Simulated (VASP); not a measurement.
Wanted: the native input for a VASP 6.6.1 run.

| Quantity | Value |
| --- | --- |
| Task | single point |
| Functional | PBE |
| Dispersion | D4 |
| Potentials or basis | VASP PAW PBE potentials, release 64 (S, Mn_pv) |
| Cutoff | 520 eV |
| k mesh | 9 × 9 × 9 |
| Occupations | gaussian, width 0.01 eV |
| Spin | collinear spin, ferromagnetic start |
| Starting moments | [0.0, 4.0] μB |
| Hubbard terms | Mn d U = 2.0 eV |
| Dipole correction | no |
| Further INCAR settings | ALGO = Normal; EDIFF = 1e-07; NBANDS = 20 |

The structure of MnS lies in POSCAR:

```
MnS
1.0
    1.8299960150      1.0565486919      2.9709202767
   -1.8299960150      1.0565486919      2.9709202767
    0.0000000000     -2.1130973838      2.9709202767
S Mn
1 1
Direct
    0.5000000000      0.5000000001      0.5000000000
    0.0000000000      0.0000000000      0.0000000000
```

These files were run (other wordings do the same):

INCAR

```
SYSTEM = MnS
PREC = Accurate
ENCUT = 520
EDIFF = 1E-7
ISMEAR = 0
SIGMA = 0.01
LREAL = .False.
LASPH = .True.
NELM = 150
ALGO = Normal
ISIF = 2
LWAVE = .False.
LCHARG = .False.
ISPIN = 2
MAGMOM = 0 4
LORBIT = 11
LMAXMIX = 4
LDAU = .True.
LDAUTYPE = 2
LDAUL = -1 2
LDAUU = 0 2
LDAUJ = 0 0
LDAUPRINT = 1
GGA = PE
IVDW = 13
NBANDS = 20
```

KPOINTS

```
Automatic mesh
0
Gamma
  9 9 9
  0 0 0
```

Potentials or basis: VASP PAW PBE potentials, release 64 (S, Mn_pv).

Command:

```bash
$ cat potpaw_PBE.64/S/POTCAR potpaw_PBE.64/Mn_pv/POTCAR > POTCAR
$ mpirun -np 1 vasp_std > vasp.out
```

It gave:

* Pressure: 0.9 GPa
* Band gap on the k mesh: zero (filled and empty bands overlap)
* Net moment: 4.96 μB per cell
* Site moments: S +0.12; Mn +4.49 μB
* Valence electrons inside the program's atomic spheres: S 3.78; Mn 11.31
* Dispersion energy per atom: -0.412 eV

Caveat: a cell with one magnetic atom can't hold antiferromagnetic order, which such compounds often take.

Run time: 3.5 min on 1 thread of Oxide Virtual Turin-like Processor, with other jobs on the host, peak memory 0.19 GiB.
